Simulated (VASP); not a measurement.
# BaTe (P1) in VASP: relaxation of cell and atoms with PBE

Aim: the relaxation of cell and atoms of BaTe with PBE.

Everything below comes from runs of VASP 6.6.1. Logs are shortened: lines on timing, memory, paths and dates and some standing lists are left out, and cuts for length are marked.

### Step 1. The cell of the first run

The typed cell holds 8 atoms: a = 4.987 Å, b = 5.029 Å, c = 16.656 Å, α = 90.79°, β = 88.53°, γ = 120.07°.

### Step 2. Relaxation of cell and atoms, PBE

The input, INCAR:

```
SYSTEM = BaTe
PREC = Accurate
ENCUT = 600
EDIFF = 1E-7
ISMEAR = 0
SIGMA = 0.1
LREAL = .FALSE.
LASPH = .TRUE.
NELM = 80
ALGO = Normal
ISIF = 3
LWAVE = .FALSE.
LCHARG = .FALSE.
GGA = PE
IBRION = 2
NSW = 80
EDIFFG = -0.025
```

The input, KPOINTS:

```
Automatic mesh
0
G
  3 3 1
  0 0 0
```

The input, POSCAR:

```
BaTe
1.0
    4.9869320915     -0.0151032864      0.0633763188
   -2.5065458754      4.3596397225     -0.0344637963
    0.2154837205     -0.0108973145     16.6544083497
Ba Te
4 4
Direct
    0.6908252556      0.3044264437      0.8758252450
    0.3395970961      0.6450978770      0.1150534846
    0.3061125658      0.6469032577      0.3688687943
    0.7150519977      0.4415796284      0.6269065398
    0.0230601540      0.0381617463      0.0133061652
   -0.0353452222     -0.0021400046      0.5160266206
    0.6452675170      0.3206631515      0.2527733512
    0.3154306358      0.6053079000      0.7312397994
```

Potentials or basis: VASP PAW PBE potentials, release 64 (Ba_sv, Te).

The run is started by

```bash
> cat potpaw_PBE.64/Ba_sv/POTCAR potpaw_PBE.64/Te/POTCAR > POTCAR
> mpirun -np 1 vasp_std > vasp.out
```

OUTCAR:

```text
SYSTEM = BaTe
   PREC = Accurate
   ENCUT = 600
   EDIFF = 1E-7
   ISMEAR = 0
   LREAL = .FALSE.
   LASPH = .TRUE.
   NELM = 80
   ISIF = 3
   GGA = PE
   IBRION = 2
   NSW = 80
   EDIFFG = -0.025

 ion  position               nearest neighbor table
   1  0.691  0.304  0.876-   5 3.51   8 3.58   5 3.65   8 3.84   8 3.88   5 3.93   4 4.20
   2  0.340  0.645  0.115-   5 3.14   5 3.38   5 3.55   7 3.61   7 3.73   7 3.73   3 4.23
   3  0.306  0.647  0.369-   7 3.44   7 3.48   7 3.51   6 3.74   6 3.79   6 3.83   2 4.23
   4  0.715  0.442  0.627-   8 3.02   6 3.05   8 3.23   6 3.53   6 3.78   8 4.04   1 4.20
   5  0.023  0.038  0.013-   2 3.14   2 3.38   1 3.51   2 3.55   1 3.65   1 3.93
   6  0.965  0.998  0.516-   4 3.05   4 3.53   3 3.74   4 3.78   3 3.79   3 3.83
   7  0.645  0.321  0.253-   3 3.44   3 3.48   3 3.51   2 3.61   2 3.73   2 3.73
   8  0.315  0.605  0.731-   4 3.02   4 3.23   1 3.58   1 3.84   1 3.88   4 4.04

  LATTYP: Found a triclinic cell.
 ALAT       =     4.9873576523
 B/A-ratio  =     1.0030991184
 C/A-ratio  =     3.3396052659
 COS(alpha) =     0.0116249573
 COS(beta)  =     0.0256446591
 COS(gamma) =     0.4931994912

  Lattice vectors:

 A1 = (   4.9869320915,  -0.0151032864,   0.0633763188)
 A2 = (   2.4803862161,   4.3445364361,   0.0289125225)
 A3 = (   0.2154837205,  -0.0108973145,  16.6544083497)

Analysis of symmetry for initial positions (statically):
=====================================================================
 Subroutine PRICEL returns:
 Original cell was already a primitive cell.

 Routine SETGRP: Setting up the symmetry group for a
 triclinic supercell.

 Subroutine GETGRP returns: Found  1 space group operations
 (whereof  1 operations were pure point group operations)
 out of a pool of  2 trial point group operations.

The static configuration has the point symmetry C_1 .

Analysis of symmetry for dynamics (positions and initial velocities):
=====================================================================
 Subroutine PRICEL returns:
 Original cell was already a primitive cell.

 Routine SETGRP: Setting up the symmetry group for a
 triclinic supercell.

 Subroutine GETGRP returns: Found  1 space group operations
 (whereof  1 operations were pure point group operations)
 out of a pool of  2 trial point group operations.

The dynamic configuration has the point symmetry C_1 .

 Subroutine INISYM returns: Found  1 space group operations
 (whereof  1 operations are pure point group operations),
 and found     1 'primitive' translations

----------------------------------------------------------------------------------------

                                     Primitive cell

  volume of cell :     361.3972

  direct lattice vectors                    reciprocal lattice vectors
     4.986932091 -0.015103286  0.063376319     0.200905929  0.115489577 -0.002523862
    -2.506545875  4.359639722 -0.034463796     0.000694100  0.229776938  0.000141367
     0.215483721 -0.010897314 16.654408350    -0.000763087  0.000036007  0.060054059

  length of vectors
     4.987357652  5.028957992 16.655805879     0.231748580  0.229778029  0.060058918

  position of ions in fractional coordinates (direct lattice)
     0.690825256  0.304426444  0.875825245
     0.339597096  0.645097877  0.115053485
     0.306112566  0.646903258  0.368868794
     0.715051998  0.441579628  0.626906540
     0.023060154  0.038161746  0.013306165
     0.964654778  0.997859995  0.516026621
     0.645267517  0.320663151  0.252773351
     0.315430636  0.605307900  0.731239799

  ion indices of the primitive-cell ions
   primitive index   ion index
                 1           1
                 2           2
                 3           3
                 4           4
                 5           5
                 6           6
                 7           7
                 8           8

----------------------------------------------------------------------------------------

 KPOINTS: Automatic mesh

Automatic generation of k-mesh.
 Grid dimensions read from file:
 generate k-points for:    3    3    1

 Generating k-lattice:

  Cartesian coordinates                     Fractional coordinates (reciprocal lattice)
     0.066968643  0.038496526 -0.000841287     0.333333333 -0.000000000 -0.000000000
     0.000231367  0.076592313  0.000047122     0.000000000  0.333333333  0.000000000
    -0.000763087  0.000036007  0.060054059     0.000000000  0.000000000  1.000000000

  Length of vectors
     0.077249527  0.076592676  0.060058918

  Shift w.r.t. Gamma in fractional coordinates (k-lattice)
     0.000000000  0.000000000  0.000000000

 Subroutine IBZKPT returns following result:
 ===========================================

 Found      5 irreducible k-points:

 Following reciprocal coordinates:
            Coordinates               Weight
  0.000000  0.000000  0.000000      1.000000
  0.333333 -0.000000  0.000000      2.000000
 -0.000000  0.333333  0.000000      2.000000
  0.333333  0.333333  0.000000      2.000000
 -0.333333  0.333333 -0.000000      2.000000
   k-points           NKPTS =      5   k-points in BZ     NKDIM =      5   number of bands    NBANDS=     38
   number of dos      NEDOS =    301   number of ions     NIONS =      8
   total plane-waves  NPLWV = 224000
   dimension x,y,z NGX =    40 NGY =   40 NGZ =  140
   dimension x,y,z NGXF=    80 NGYF=   80 NGZF=  280
   ions per type =               4   4
   NGX,Y,Z   is equivalent  to a cutoff of  13.33, 13.22, 13.97 a.u.
   NGXF,Y,Z  is equivalent  to a cutoff of  26.67, 26.45, 27.95 a.u.
 SYSTEM =  BaTe
   PREC   = accura    normal or accurate (medium, high low for compatibility)
   ISTART =      0    job   : 0-new  1-cont  2-samecut
   ICHARG =      2    charge: 1-file 2-atom 10-const
   ISPIN  =      1    spin polarized calculation?
   LNONCOLLINEAR =      F non collinear calculations
   LSORBIT =      F    spin-orbit coupling
   LASPH  =      T    aspherical Exc in radial PAW
   ENCUT  =  600.0 eV  44.10 Ry    6.64 a.u.   9.96 10.04 33.27*2*pi/ulx,y,z
   NELM   =     80;   NELMIN=  2; NELMDL= -5     # of ELM steps
   EDIFF  = 0.1E-06   stopping-criterion for ELM
   LREAL  =      F    real-space projection
   EDIFFG = -.3E-01   stopping-criterion for IOM
   NSW    =     80    number of steps for IOM
   IBRION =      2    ionic relax: 0-MD 1-quasi-New 2-CG
   NFREE  =      1    steps in history (QN), initial steepest desc. (CG)
   ISIF   =      3    stress and relaxation
   ISYM   =      2    0-nonsym 1-usesym 2-fastsym
   POTIM  = 0.5000    time-step for ionic-motion
   TEBEG  =    0.0;   TEEND  =   0.0 temperature during run
   PSTRESS=    0.0 pullay stress
   NELECT =      64.0000    total number of electrons
   NUPDOWN=      -1.0000    fix difference up-down
   EMIN   =  10.00;   EMAX   =-10.00  energy-range for DOS
   EFERMI =   0.00;   METHOD = LEGACY
   ISMEAR =     0;   SIGMA  =   0.10  broadening in eV -4-tet -1-fermi 0-gaus
   EFERMI_NEDOS =   21; number of points for ismear=-14 and -15
   IALGO  =     38    algorithm
   IMIX   =      4    mixing-type and parameters
     AMIX     =   0.40;   BMIX     =  1.00
     AMIX_MAG =   1.60;   BMIX_MAG =  1.00
  volume/ion in A,a.u.               =      45.17       304.85
  Fermi-wavevector in a.u.,A,eV,Ry     =   0.919334  1.737289 11.499299  0.845175
  Thomas-Fermi vector in A             =   2.044516
   LORBIT       =      0    0 simple, 1 ext, 2 COOP (PROOUT), +10 PAW based schemes
   GGA     = PE    functional components
   LHFCALC =     F    Hartree Fock is set to
   AEXX    =    0.0000 exact exchange contribution
   IVDW    =     0    specifies the selected vdW correction
   LEPSILON=     F    determine dielectric tensor
   LRPA    =     F    only Hartree local field effects (RPA)
 conjugate gradient relaxation of ions
 non-spin polarized calculation
 Gauss-broadening in eV      SIGMA  =   0.10
  energy-cutoff  :      600.00
  volume of cell :      361.40
 maximum number of plane-waves:     12101
   NGX = 19   NGY = 21   NGZ = 67

--------------------------------------- Ionic step        1  -------------------------------------------

 number of electron      64.0000000 magnetization

 Free energy of the ion-electron system (eV)
  ---------------------------------------------------
  ext. energy  EPLUGINS =         0.00000000
  ---------------------------------------------------
  free energy    TOTEN  =       -32.69394258 eV

  energy without entropy =      -32.69394258  energy(sigma->0) =      -32.69394258

------------------------ aborting loop because EDIFF is reached ----------------------------------------

  FORCE on cell =-STRESS in cart. coord.  units (eV):
  Direction    XX          YY          ZZ          XY          YZ          ZX
  --------------------------------------------------------------------------------------
  -------------------------------------------------------------------------------------
  Total        3.8990434      2.9860536      3.2468319     -0.5948149     -0.2531144     -1.8912296
  in kB       17.2855753     13.2380304     14.3941351     -2.6369849     -1.1221286     -8.3843622
  external PRESSURE =      14.9725803 kB  Pullay stress =       0.0000000 kB
[... 107 lines left out ...]
  FREE ENERGIE OF THE ION-ELECTRON SYSTEM (eV)
  ---------------------------------------------------
  free  energy   TOTEN  =       -33.5430569269 eV

  energy  without entropy=      -33.5430569269  energy(sigma->0) =      -33.54305693

[... ionic steps 4 to 21 ...]

--------------------------------------- Ionic step       22  -------------------------------------------

 number of electron      64.0000001 magnetization

------------------------ aborting loop because EDIFF is reached ----------------------------------------
[... 79 lines left out ...]
--------------------------------------- Ionic step       24  -------------------------------------------

 number of electron      64.0000001 magnetization

 Free energy of the ion-electron system (eV)
  ---------------------------------------------------
  ext. energy  EPLUGINS =         0.00000000
  ---------------------------------------------------
  free energy    TOTEN  =       -34.12546521 eV

  energy without entropy =      -34.12546521  energy(sigma->0) =      -34.12546521

 E-fermi :   2.5376     XC(G=0):  -8.0329

 val. band max:        2.0515489575   @ k =   0.0000   0.0000   0.0000
 cond. band min:       3.8999120158   @ k =  -0.3333   0.3333  -0.0000
 fundamental gap:      1.8483630583
 Fermi energy:         2.5376277291

 k-point     1 :       0.0000    0.0000    0.0000
  band No.  band energies     occupation
      1     -25.2285      2.00000
      2     -25.2242      2.00000
      3     -25.2101      2.00000
      4     -25.2062      2.00000
      5     -10.7594      2.00000
      6     -10.5973      2.00000
[... 30 lines left out ...]
     37       5.0480      0.00000
     38       5.1525      0.00000

 k-point     2 :       0.3333   -0.0000    0.0000
  band No.  band energies     occupation
      1     -25.2221      2.00000
      2     -25.2188      2.00000
      3     -25.2041      2.00000
      4     -25.2015      2.00000
      5     -10.6558      2.00000
      6     -10.6000      2.00000
[... 30 lines left out ...]
     37       5.8320      0.00000
     38       5.8552      0.00000

 k-point     3 :      -0.0000    0.3333    0.0000
  band No.  band energies     occupation
      1     -25.2221      2.00000
      2     -25.2188      2.00000
      3     -25.2040      2.00000
      4     -25.2014      2.00000
      5     -10.6559      2.00000
      6     -10.5998      2.00000
[... 30 lines left out ...]
     37       5.8289      0.00000
     38       5.8512      0.00000

 k-point     4 :       0.3333    0.3333    0.0000
  band No.  band energies     occupation
      1     -25.2188      2.00000
      2     -25.2162      2.00000
      3     -25.2009      2.00000
      4     -25.1992      2.00000
      5     -10.5845      2.00000
      6     -10.5689      2.00000
[... 30 lines left out ...]
     37       5.8762      0.00000
     38       5.8798      0.00000

 k-point     5 :      -0.3333    0.3333   -0.0000
  band No.  band energies     occupation
      1     -25.2221      2.00000
      2     -25.2188      2.00000
      3     -25.2041      2.00000
      4     -25.2015      2.00000
      5     -10.6561      2.00000
      6     -10.6000      2.00000
[... 65 lines left out ...]
  FREE ENERGIE OF THE ION-ELECTRON SYSTEM (eV)
  ---------------------------------------------------
  free  energy   TOTEN  =       -34.1254652055 eV

  energy  without entropy=      -34.1254652055  energy(sigma->0) =      -34.12546521

 reached required accuracy - stopping structural energy minimisation
```

Run time: 20 min. Hardware: 1 thread of Intel Xeon 6975P-C (Granite Rapids), shared host; peak memory 0.57 GiB.

Results:

```
Free energy                           : -34.1255 eV
Relaxed volume                        : 45.05 Å³/atom
Relaxed cell                          : a = 4.981 Å, b = 4.974 Å, c = 16.812 Å, α = 90.00°, β = 89.98°, γ = 120.07°
Space group after relaxing (to 0.1 Å) : P6_3/mmc (No. 194)
Energy gained by relaxing             : 178.9 meV/atom
Ionic steps                           : 24
Pressure after relaxing               : 0.0 GPa
Largest force after relaxing          : 0.022 eV/Å
Band gap on the k mesh                : 1.85 eV (least direct gap 2.19 eV)
```

Forces in eV/Å, atoms in the order of the input:
```
Ba  -0.003 -0.011  0.013
Ba   0.002  0.015 -0.001
Ba   0.003 -0.011  0.000
Ba   0.006  0.000  0.002
Te  -0.005  0.002  0.014
Te   0.005 -0.014  0.008
Te  -0.007  0.007 -0.019
Te  -0.001  0.012 -0.017
```

The path:
```
step  energy change (eV)  largest force (eV/Å)  pressure (GPa)  volume (Å³)
   1              0.0000                2.6799            1.50       361.40
   2             -0.7568                1.3094           -0.84       383.87
   3             -0.8491                0.8643           -1.70       396.12
   4             -1.1945                0.5065           -0.54       372.40
   5             -1.2573                0.4222            0.43       358.39
   6             -1.3178                0.3252            0.16       360.58
   7             -1.3481                0.2756           -0.15       363.74
   8             -1.3775                0.2019            0.02       361.00
   9             -1.3891                0.1775            0.25       357.82
  10             -1.4022                0.1602           -0.19       363.27
  11             -1.4022                0.1593           -0.22       363.59
  12             -1.4158                0.1130           -0.05       361.17
  13             -1.4188                0.0971            0.08       359.37
  14             -1.4234                0.0758           -0.06       361.12
  15             -1.4237                0.0791           -0.10       361.61
  16             -1.4263                0.0743            0.09       359.10
  17             -1.4263                0.0742            0.09       359.06
  18             -1.4288                0.0358            0.01       360.08
  19             -1.4291                0.0393           -0.03       360.64
  20             -1.4299                0.0374            0.03       359.79
  21             -1.4300                0.0365            0.06       359.39
  22             -1.4306                0.0318            0.03       359.85
  23             -1.4310                0.0247           -0.05       360.83
  24             -1.4315                0.0216           -0.02       360.42
```

Final structure:
```cif
data_structure
_symmetry_space_group_name_H-M 'P 1'
_symmetry_Int_Tables_number 1
_cell_length_a 4.9808
_cell_length_b 4.9737
_cell_length_c 16.8117
_cell_angle_alpha 90.004
_cell_angle_beta 89.981
_cell_angle_gamma 120.071
_cell_volume 360.42
loop_
_atom_site_label
_atom_site_type_symbol
_atom_site_fract_x
_atom_site_fract_y
_atom_site_fract_z
_atom_site_occupancy
Ba1 Ba 0.66782 0.33281 0.87699 1
Ba2 Ba 0.33262 0.66330 0.12273 1
Ba3 Ba 0.33391 0.67009 0.37731 1
Ba4 Ba 0.66542 0.33443 0.62269 1
Te1 Te 0.00054 0.99810 0.99975 1
Te2 Te 0.99997 0.00308 0.49998 1
Te3 Te 0.66723 0.33324 0.25038 1
Te4 Te 0.33249 0.66495 0.75017 1
```

Levels at points of the mesh, in eV from the valence-band top:
| k point | band 28 | band 29 | band 30 | band 31 | band 32 | band 33 | band 34 | band 35 | band 36 | band 37 |
| --- | --- | --- | --- | --- | --- | --- | --- | --- | --- | --- |
| (0.00, 0.00, 0.00) | -0.49 | -0.48 | -0.13 | -0.01 | 0.00 | 2.26 | 2.68 | 2.74 | 2.98 | 3.00 |

Caveat: the k points lie up to 0.49 Å⁻¹ apart in the final cell; spin-orbit coupling is left out, which moves the levels of the heavy elements. A k mesh can miss the band edges.
